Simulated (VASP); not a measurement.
# BaTiO3 (Pm-3m) in VASP: a series of runs

Runs on BaTiO3. Level: PBE+U. Tasks: single point, relaxation of cell and atoms.

Everything below comes from runs of VASP 6.6.1. Logs are shortened: lines on timing, memory, paths and dates and some standing lists are left out, and cuts for length are marked.

### Step 1. The cell of the first run

The structure is cubic, space group Pm-3m (No. 221). Conventional cell: a = 3.872 Å, b = 3.872 Å, c = 3.872 Å, α = 90.00°, β = 90.00°, γ = 90.00°. Ba (site symmetry m-3m) has 12 O at 2.74 Å and 8 Ti at 3.35 Å within 3.6 Å. Within 2.6 Å of Ti (site symmetry m-3m) lie 6 O at 1.94 Å. O (site symmetry 4/mmm) has 2 Ti at 1.94 Å within 2.6 Å.

### Step 2. Single point, PBE+U

Input file INCAR:

```
SYSTEM = BaTiO3
  PREC = Accurate
  ENCUT = 520
  EDIFF = 1E-7
  ISMEAR = 0
  SIGMA = 0.02
  LREAL = .FALSE.
  LASPH = .TRUE.
  NELM = 150
  ALGO = Normal
  ISIF = 2
  LWAVE = .FALSE.
  LCHARG = .FALSE.
  LMAXMIX = 4
  LDAU = .TRUE.
  LDAUTYPE = 2
  LDAUL = -1 2 -1
  LDAUU = 0 4 0
  LDAUJ = 0 0 0
  LDAUPRINT = 1
  GGA = PE
  NBANDS = 28
```

Input file KPOINTS:

```
Automatic mesh
0
G
  8 8 8
  0 0 0
```

Input file POSCAR:

```
BaTiO3
1.0
    3.8721675895      0.0000000000      0.0000000000
    0.0000000000      2.7380564366      2.7380754485
    0.0000000000     -2.7380564366      2.7380754485
Ba Ti O
1 1 3
Direct
    0.0000000000     -0.0040165835     -0.0040165835
    0.5000000000      0.4959883294      0.4959883294
    0.5000000000      0.9959753079      0.4959764594
    0.5000000000      0.4959764594      0.9959753079
    0.0000000000      0.4959764867      0.4959764867
```

Potentials or basis: VASP PAW PBE potentials, release 64 (Ba_sv, Ti_sv, O).

On the command line:

```
> cat potpaw_PBE.64/Ba_sv/POTCAR potpaw_PBE.64/Ti_sv/POTCAR potpaw_PBE.64/O/POTCAR > POTCAR
> mpirun -np 1 vasp_std > vasp.out
```

OUTCAR:

```text
SYSTEM = BaTiO3
   PREC = Accurate
   ENCUT = 520
   EDIFF = 1E-7
   ISMEAR = 0
   LREAL = .FALSE.
   LASPH = .TRUE.
   NELM = 150
   ISIF = 2
   GGA = PE

 ion  position               nearest neighbor table
   1  0.000  0.996  0.996-   3 2.74   4 2.74   3 2.74   4 2.74   5 2.74   5 2.74   5 2.74   4 2.74
                             3 2.74   3 2.74   4 2.74   5 2.74   2 3.35   2 3.35   2 3.35   2 3.35
   2  0.500  0.496  0.496-   3 1.94   4 1.94   5 1.94   5 1.94   3 1.94   4 1.94   1 3.35   1 3.35
                             1 3.35   1 3.35   1 3.35   1 3.35   1 3.35   1 3.35
   3  0.500  0.996  0.496-   2 1.94   2 1.94   1 2.74   1 2.74   1 2.74   1 2.74
   4  0.500  0.496  0.996-   2 1.94   2 1.94   1 2.74   1 2.74   1 2.74   1 2.74
   5  0.000  0.496  0.496-   2 1.94   2 1.94   1 2.74   1 2.74   1 2.74   1 2.74

  LATTYP: Found a simple tetragonal cell.
 ALAT       =     3.8722099906
 C/A-ratio  =     0.9999890499

  Lattice vectors:

 A1 = (   0.0000000000,   2.7380564366,   2.7380754485)
 A2 = (   0.0000000000,  -2.7380564366,   2.7380754485)
 A3 = (   3.8721675895,   0.0000000000,   0.0000000000)

Analysis of symmetry for initial positions (statically):
=====================================================================
 Subroutine PRICEL returns:
 Original cell was already a primitive cell.

 Routine SETGRP: Setting up the symmetry group for a
 simple tetragonal supercell.

 Subroutine GETGRP returns: Found  4 space group operations
 (whereof  4 operations were pure point group operations)
 out of a pool of 16 trial point group operations.

The static configuration has the point symmetry C_2v.

Analysis of symmetry for dynamics (positions and initial velocities):
=====================================================================
 Subroutine PRICEL returns:
 Original cell was already a primitive cell.

 Routine SETGRP: Setting up the symmetry group for a
 simple tetragonal supercell.

 Subroutine GETGRP returns: Found  4 space group operations
 (whereof  4 operations were pure point group operations)
 out of a pool of 16 trial point group operations.

The dynamic configuration has the point symmetry C_2v.

 Subroutine INISYM returns: Found  4 space group operations
 (whereof  4 operations are pure point group operations),
 and found     1 'primitive' translations

----------------------------------------------------------------------------------------

                                     Primitive cell

  volume of cell :      58.0593

  direct lattice vectors                    reciprocal lattice vectors
     3.872167590  0.000000000  0.000000000     0.258253285  0.000000000  0.000000000
     0.000000000  2.738056437  2.738075449     0.000000000  0.182611283  0.182610015
     0.000000000 -2.738056437  2.738075449     0.000000000 -0.182611283  0.182610015

  length of vectors
     3.872167590  3.872209991  3.872209991     0.258253285  0.258250457  0.258250457

  position of ions in fractional coordinates (direct lattice)
     0.000000000  0.995983417  0.995983417
     0.500000000  0.495988329  0.495988329
     0.500000000  0.995975308  0.495976459
     0.500000000  0.495976459  0.995975308
     0.000000000  0.495976487  0.495976487

  ion indices of the primitive-cell ions
   primitive index   ion index
                 1           1
                 2           2
                 3           3
                 4           4
                 5           5

----------------------------------------------------------------------------------------

 KPOINTS: Automatic mesh

Automatic generation of k-mesh.
 Grid dimensions read from file:
[... 55 lines left out ...]
 SYSTEM =  BaTiO3
   PREC   = accura    normal or accurate (medium, high low for compatibility)
   ISTART =      0    job   : 0-new  1-cont  2-samecut
   ICHARG =      2    charge: 1-file 2-atom 10-const
   ISPIN  =      1    spin polarized calculation?
   LNONCOLLINEAR =      F non collinear calculations
   LSORBIT =      F    spin-orbit coupling
   LASPH  =      T    aspherical Exc in radial PAW
   ENCUT  =  520.0 eV  38.22 Ry    6.18 a.u.   7.20  7.20  7.20*2*pi/ulx,y,z
   NELM   =    150;   NELMIN=  2; NELMDL= -5     # of ELM steps
   EDIFF  = 0.1E-06   stopping-criterion for ELM
   LREAL  =      F    real-space projection
   EDIFFG = 0.1E-05   stopping-criterion for IOM
   NSW    =      0    number of steps for IOM
   IBRION =     -1    ionic relax: 0-MD 1-quasi-New 2-CG
   NFREE  =      0    steps in history (QN), initial steepest desc. (CG)
   ISIF   =      2    stress and relaxation
   ISYM   =      2    0-nonsym 1-usesym 2-fastsym
   POTIM  = 0.5000    time-step for ionic-motion
   TEBEG  =    0.0;   TEEND  =   0.0 temperature during run
   PSTRESS=    0.0 pullay stress
   NELECT =      40.0000    total number of electrons
   NUPDOWN=      -1.0000    fix difference up-down
   EMIN   =  10.00;   EMAX   =-10.00  energy-range for DOS
   EFERMI =   0.00;   METHOD = LEGACY
   ISMEAR =     0;   SIGMA  =   0.02  broadening in eV -4-tet -1-fermi 0-gaus
   EFERMI_NEDOS =   21; number of points for ismear=-14 and -15
   IALGO  =     38    algorithm
   IMIX   =      4    mixing-type and parameters
     AMIX     =   0.40;   BMIX     =  1.00
     AMIX_MAG =   1.60;   BMIX_MAG =  1.00
  volume/ion in A,a.u.               =      11.61        78.36
  Fermi-wavevector in a.u.,A,eV,Ry     =   1.445898  2.732350 28.444607  2.090620
  Thomas-Fermi vector in A             =   2.564027
   LORBIT       =      0    0 simple, 1 ext, 2 COOP (PROOUT), +10 PAW based schemes
 LDA+U is selected, type is set to LDAUTYPE =  2
   angular momentum for each species LDAUL =    -1    2   -1
   U (eV)           for each species LDAUU =   0.0  4.0  0.0
   J (eV)           for each species LDAUJ =   0.0  0.0  0.0
   GGA     = PE    functional components
   LHFCALC =     F    Hartree Fock is set to
   AEXX    =    0.0000 exact exchange contribution
   IVDW    =     0    specifies the selected vdW correction
   LEPSILON=     F    determine dielectric tensor
   LRPA    =     F    only Hartree local field effects (RPA)
 non-spin polarized calculation
 Gauss-broadening in eV      SIGMA  =   0.02
  energy-cutoff  :      520.00
  volume of cell :       58.06
 maximum number of plane-waves:      1596
 NGX is ok and might be reduce to    30
   NGX = 15   NGY = 15   NGZ = 15

atom =   2  type =  2  l = 2

 onsite density matrix

spin component  1

  0.1093  0.0000  0.0000  0.0000  0.0000
  0.0000  0.2605  0.0000  0.0000  0.0000
  0.0000  0.0000  0.1471  0.0000 -0.0655
  0.0000  0.0000  0.0000  0.1093  0.0000
  0.0000  0.0000 -0.0655  0.0000  0.2227

spin component  2

  0.1093  0.0000  0.0000  0.0000  0.0000
  0.0000  0.2605  0.0000  0.0000  0.0000
  0.0000  0.0000  0.1471  0.0000 -0.0655
  0.0000  0.0000  0.0000  0.1093  0.0000
  0.0000  0.0000 -0.0655  0.0000  0.2227

 occupancies and eigenvectors

  o =  0.1093  v =  0.0000  0.0000 -0.8660  0.0000 -0.5000  0.0000  0.0000  0.0000  0.0000  0.0000      0.0000  0.0000  0.0000  0.0000  0.0000  0.0000  0.0000  0.0000  0.0000  0.0000
  o =  0.1093  v =  0.0000  0.0000  0.0000  0.0000  0.0000  0.0000  0.0000 -0.8660  0.0000 -0.5000      0.0000  0.0000  0.0000  0.0000  0.0000  0.0000  0.0000  0.0000  0.0000  0.0000
  o =  0.1093  v =  0.0000  0.0000  0.0000  1.0000  0.0000  0.0000  0.0000  0.0000  0.0000  0.0000      0.0000  0.0000  0.0000  0.0000  0.0000  0.0000  0.0000  0.0000  0.0000  0.0000
  o =  0.1093  v =  0.0000  0.0000  0.0000  0.0000  0.0000  0.0000  0.0000  0.0000  1.0000  0.0000      0.0000  0.0000  0.0000  0.0000  0.0000  0.0000  0.0000  0.0000  0.0000  0.0000
  o =  0.1093  v =  0.0000  0.0000  0.0000  0.0000  0.0000  1.0000  0.0000  0.0000  0.0000  0.0000      0.0000  0.0000  0.0000  0.0000  0.0000  0.0000  0.0000  0.0000  0.0000  0.0000
  o =  0.1093  v =  1.0000  0.0000  0.0000  0.0000  0.0000  0.0000  0.0000  0.0000  0.0000  0.0000      0.0000  0.0000  0.0000  0.0000  0.0000  0.0000  0.0000  0.0000  0.0000  0.0000
  o =  0.2605  v =  0.0000  0.0000  0.0000  0.0000  0.0000  0.0000  1.0000  0.0000  0.0000  0.0000      0.0000  0.0000  0.0000  0.0000  0.0000  0.0000  0.0000  0.0000  0.0000  0.0000
  o =  0.2605  v =  0.0000  1.0000  0.0000  0.0000  0.0000  0.0000  0.0000  0.0000  0.0000  0.0000      0.0000  0.0000  0.0000  0.0000  0.0000  0.0000  0.0000  0.0000  0.0000  0.0000
  o =  0.2605  v =  0.0000  0.0000  0.0000  0.0000  0.0000  0.0000  0.0000 -0.5000  0.0000  0.8660      0.0000  0.0000  0.0000  0.0000  0.0000  0.0000  0.0000  0.0000  0.0000  0.0000
  o =  0.2605  v =  0.0000  0.0000 -0.5000  0.0000  0.8660  0.0000  0.0000  0.0000  0.0000  0.0000      0.0000  0.0000  0.0000  0.0000  0.0000  0.0000  0.0000  0.0000  0.0000  0.0000

 number of electron      40.0000011 magnetization

 Free energy of the ion-electron system (eV)
  ---------------------------------------------------
  ext. energy  EPLUGINS =         0.00000000
  ---------------------------------------------------
  free energy    TOTEN  =       -36.61435440 eV

  energy without entropy =      -36.61435440  energy(sigma->0) =      -36.61435440

 E-fermi :   4.9597     XC(G=0): -11.7974

 val. band max:        4.7747465062   @ k =   0.5000   0.5000   0.5000
 cond. band min:       7.2161864985   @ k =   0.0000   0.0000   0.0000
 fundamental gap:      2.4414399923
 Fermi energy:         4.9596661239

 k-point     1 :       0.0000    0.0000    0.0000
  band No.  band energies     occupation
      1     -52.4520      2.00000
      2     -28.6763      2.00000
      3     -28.6763      2.00000
      4     -28.6763      2.00000
      5     -19.8603      2.00000
      6     -12.3854      2.00000
[... 733 lines left out ...]
     27      13.4004      0.00000
     28      15.1254      0.00000

 [... further k-points ...]

------------------------ aborting loop because EDIFF is reached ----------------------------------------

  FORCE on cell =-STRESS in cart. coord.  units (eV):
  Direction    XX          YY          ZZ          XY          YZ          ZX
  --------------------------------------------------------------------------------------
  -------------------------------------------------------------------------------------
  Total       10.9962022     10.9960821     10.9952852      0.0000000      0.0000000      0.0000000
  in kB      303.4459549    303.4426407    303.4206486      0.0000000      0.0000000      0.0000000
  external PRESSURE =     303.4364147 kB  Pullay stress =       0.0000000 kB

 VOLUME and BASIS-vectors are now :
 -----------------------------------------------------------------------------
  energy-cutoff  :      520.00
  volume of cell :       58.06
      direct lattice vectors                 reciprocal lattice vectors
     3.872167590  0.000000000  0.000000000     0.258253285  0.000000000  0.000000000
     0.000000000  2.738056437  2.738075449     0.000000000  0.182611283  0.182610015
     0.000000000 -2.738056437  2.738075449     0.000000000 -0.182611283  0.182610015

 POSITION                                       TOTAL-FORCE (eV/Angst)
 -----------------------------------------------------------------------------------
      0.00000      0.00000      5.45416         0.000000      0.000000     -0.000094
      1.93608      0.00000      2.71611         0.000000      0.000000     -0.000692
      1.93608      1.36903      4.08508         0.000000      0.000340      0.000379
      1.93608     -1.36903      4.08508         0.000000     -0.000340      0.000379
      0.00000      0.00000      2.71604         0.000000      0.000000      0.000028
 -----------------------------------------------------------------------------------
    total drift:                                0.000000      0.000003      0.000643

  FREE ENERGIE OF THE ION-ELECTRON SYSTEM (eV)
  ---------------------------------------------------
  free  energy   TOTEN  =       -36.6143544007 eV

  energy  without entropy=      -36.6143544007  energy(sigma->0) =      -36.61435440
```

Wall time 3.4 min (1 thread of Intel Xeon 8259CL, shared host); peak memory 0.3 GiB.

What came out:

- Free energy: -36.6144 eV
- Pressure: 30.3 GPa
- Band gap on the k mesh: 2.44 eV (least direct gap 2.52 eV)

Eigenvalues of the final occupation matrices:
```tsv
site	spin	trace	eigenvalues
site 2 d	1	0.85	0.11 0.11 0.11 0.26 0.26
site 2 d	2	0.85	0.11 0.11 0.11 0.26 0.26
```

Caveat: the cell stands under pressure; spin-orbit coupling is left out, which moves the levels of the heavy elements. A k mesh can miss the band edges.

### Step 3. Relaxation of cell and atoms, PBE+U, target pressure 90 GPa, at which the enthalpy is minimised

This run uses another cell than the first one, of 9.89 Å³/atom.

Input file INCAR:

```
ALGO = Normal ; EDIFF = 1E-6
EDIFFG = -0.008 ; ENCUT = 600
GGA = PE ; IBRION = 2
ISIF = 3 ; ISMEAR = 0
LASPH = True ; LCHARG = False
LDAU = True ; LDAUJ = 0 0 0
LDAUL = -1 2 -1 ; LDAUPRINT = 1
LDAUTYPE = 2 ; LDAUU = 0 4 0
LMAXMIX = 4 ; LREAL = False
LWAVE = False ; NELM = 150
NSW = 70 ; PREC = Accurate
PSTRESS = 900.0 ; SIGMA = 0.02
```

Input file KPOINTS:

```
k-points
0
Gamma
  6 6 6
```

POSCAR, as its differences from that of step 2:

```diff
@@ -2,5 +2,5 @@
 1.0
-    3.8721675895      0.0000000000      0.0000000000
-    0.0000000000      2.7380564366      2.7380754485
-    0.0000000000     -2.7380564366      2.7380754485
+    3.6710624554      0.0000000000      0.0000000000
+    0.0000000000      2.5958525692      2.5958705935
+    0.0000000000     -2.5958525692      2.5958705935
 Ba Ti O
```

Potentials or basis: VASP PAW PBE potentials, release 64 (Ba_sv, Ti_sv, O).

On the command line:

```
> cat potpaw_PBE.64/Ba_sv/POTCAR potpaw_PBE.64/Ti_sv/POTCAR potpaw_PBE.64/O/POTCAR > POTCAR
> mpirun -np 1 vasp_std > vasp.out
```

Wall time 3.3 min (1 thread of Intel Xeon 8259CL, shared host); peak memory 0.24 GiB.

Results (log left out):

```yaml
Free_energy: -33.6451 eV
Relaxed_volume: 9.94 Å³/atom
Relaxed_cell: a = 3.676 Å, b = 3.676 Å, c = 3.676 Å, α = 90.00°, β = 90.00°, γ = 90.00°
Space_group_after_relaxing_to_0.1_Å: Pm-3m (No. 221)
Energy_change_on_relaxing_the_run_minimises_the_enthalpy: -23.6 meV/atom
Ionic_steps: 3
Pressure_after_relaxing: 90.0 GPa
Band_gap_on_the_k_mesh: 2.55 eV
```

The path:
```csv
step,energy change (eV),largest force (eV/Å),pressure (GPa),volume (Å³)
1,0.0000,0.0010,92.12,49.47
2,-0.5138,0.0014,82.84,50.42
3,-0.1179,0.0004,89.96,49.68
```

Final structure:
```yaml
crystal:
  lattice:
    - [3.67620, 0.00000, 0.00000]
    - [0.00000, 2.59948, 2.59949]
    - [0.00000, -2.59948, 2.59949]
  atoms:
    - { symbol: Ba, position: [0.00000, 0.99598, 0.99598] }
    - { symbol: Ti, position: [0.50000, 0.49599, 0.49599] }
    - { symbol: O, position: [0.50000, 0.99598, 0.49598] }
    - { symbol: O, position: [0.50000, 0.49598, 0.99598] }
    - { symbol: O, position: [0.00000, 0.49598, 0.49598] }
```

Levels at points of the mesh, in eV from the valence-band top:
| k point | band 16 | band 17 | band 18 | band 19 | band 20 | band 21 | band 22 | band 23 | band 24 |
| --- | --- | --- | --- | --- | --- | --- | --- | --- | --- |
| (0.00, 0.00, 0.00) | -1.79 | -1.79 | 0.00 | 0.00 | 0.00 | 2.55 | 2.55 | 2.55 | 4.91 |
| (0.50, 0.00, 0.00) | -2.40 | -2.11 | -2.11 | -0.85 | -0.85 | 2.91 | 5.24 | 5.24 | 5.69 |
| (0.00, 0.50, 0.00) | -2.40 | -2.11 | -2.11 | -0.85 | -0.85 | 2.91 | 5.24 | 5.24 | 5.69 |
| (0.50, 0.50, 0.00) | -3.84 | -1.76 | -0.74 | -0.74 | -0.33 | 5.27 | 5.27 | 5.75 | 6.94 |
| (0.00, 0.50, 0.50) | -3.84 | -1.76 | -0.74 | -0.74 | -0.33 | 5.27 | 5.27 | 5.75 | 6.94 |
| (0.50, 0.50, 0.50) | -2.03 | -2.03 | -0.20 | -0.20 | -0.20 | 6.30 | 6.30 | 6.30 | 7.76 |

Eigenvalues of the final occupation matrices:
```
    site  spin  trace               eigenvalues
site 2 d     1   0.98  0.12 0.12 0.12 0.31 0.31
site 2 d     2   0.98  0.12 0.12 0.12 0.31 0.31
```

Caveat: the cell is relaxed towards a set pressure, so the run minimises the enthalpy, not the energy; spin-orbit coupling is left out, which moves the levels of the heavy elements.
